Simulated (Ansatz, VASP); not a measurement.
AlN: VASP beside Ansatz

```
Al N
1.0
     3.31212    0.00000    0.00000
    -1.65606    2.86838    0.00000
     0.00000    0.00000    4.18756
Al N
2 2
Cartesian
  0.0000 1.9123 3.1407
  1.6561 0.9561 1.0469
  0.0000 1.9123 1.0469
  1.6561 0.9561 3.1407
```

Alike in both runs: task single point; functional PBEsol; k mesh 6 × 6 × 4; no spin polarisation.

|  | VASP | Ansatz |
| --- | --- | --- |
| version | VASP 6.6.1 | Ansatz 0.2.0 |
| potentials or method | VASP PAW PBE potentials, release 64 (Al, N), cutoff 600 eV | plane waves, PAW |
| occupations | gaussian, width 0.01 eV | fixed |
| valence electrons in the cell | 16 | 16 |

```tsv
	VASP	Ansatz	Ansatz less VASP
gap on the k mesh at the Fermi level (eV)	3.19	3.17	-0.013
```

VASP's potentials were made for PBE, not for PBEsol.
